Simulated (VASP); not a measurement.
Runs of VASP 6.6.1 on PbS. It takes space group Fm-3m (No. 225, cubic). Conventional cell: a = 5.941 Å, b = 5.941 Å, c = 5.941 Å, α = 90.00°, β = 90.00°, γ = 90.00°. Within 3.9 Å of Pb (site symmetry m-3m) lie 6 S at 2.97 Å. S (site symmetry m-3m) has 6 Pb at 2.97 Å within 3.9 Å. 

| level | k mesh | grid for exact exchange (PRECFOCK) | share of exact exchange | screening parameter | gap on the mesh (eV) | pressure (GPa) |
| --- | --- | --- | --- | --- | --- | --- |
| PBE | 4 × 4 × 4 | - | - | - | 0.38 | 2.0 |
| PBE | 6 × 6 × 6 | - | - | - | 0.38 | 1.8 |
| HSE06 | 4 × 4 × 4 | Normal | 0.25 | 0.2079 1/Å | 0.82 | (b) |
| r2SCAN | 4 × 4 × 4 | - | - | - | 0.64 | (a) |

Alike in all rows: task single point; potentials or basis VASP PAW PBE potentials, release 64 (Pb_d, S); no spin polarisation; cell as given; cutoff (eV) 520; smearing gaussian 0.01 eV.

Problem. Fill in the values left out.

Solution. (a) 1.1; (b) 0.8.

Caveats: some runs use coarse meshes; spin-orbit coupling is left out, which moves the levels of the heavy elements; the PAW data sets were made with another functional, which shifts forces and pressure a little (at least some runs).

A k mesh can miss the band edges, and the runs leave out spin-orbit coupling on Pb.
